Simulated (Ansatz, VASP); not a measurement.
# One calculation of NaH, two programs

```
Na H
1.0
     0.00000    2.45616    2.45616
     2.45616    0.00000    2.45616
     2.45616    2.45616    0.00000
Na H
1 1
Direct
  0.00000 0.00000 0.00000
  0.50000 0.50000 0.50000
```

Change from the starting cell: volume scaled by 1.02.

Alike in both runs: task single point; functional PBEsol; k mesh 9 × 9 × 9; occupations fermi-dirac, width 0.05 eV; no spin polarisation.

|  | VASP | Ansatz |
| --- | --- | --- |
| version | VASP 6.6.1 | Ansatz 0.2.0 |
| potentials or method | VASP PAW PBE potentials, release 64 (Na_pv, H), cutoff 520 eV | all-electron LAPW, scalar-relativistic |

VASP gave:

* gap on the k mesh at the Fermi level (eV): 3.79
* least direct gap on the mesh (eV): 4.50
* pressure (GPa): -1.6

Question: Which values does Ansatz return?

Answer: gap on the k mesh at the Fermi level (eV): 3.79; least direct gap on the mesh (eV): 4.51; pressure (GPa): -1.6.

VASP's potentials were made for PBE, not for PBEsol. Ansatz ran all-electron here, and VASP with PAW potentials.
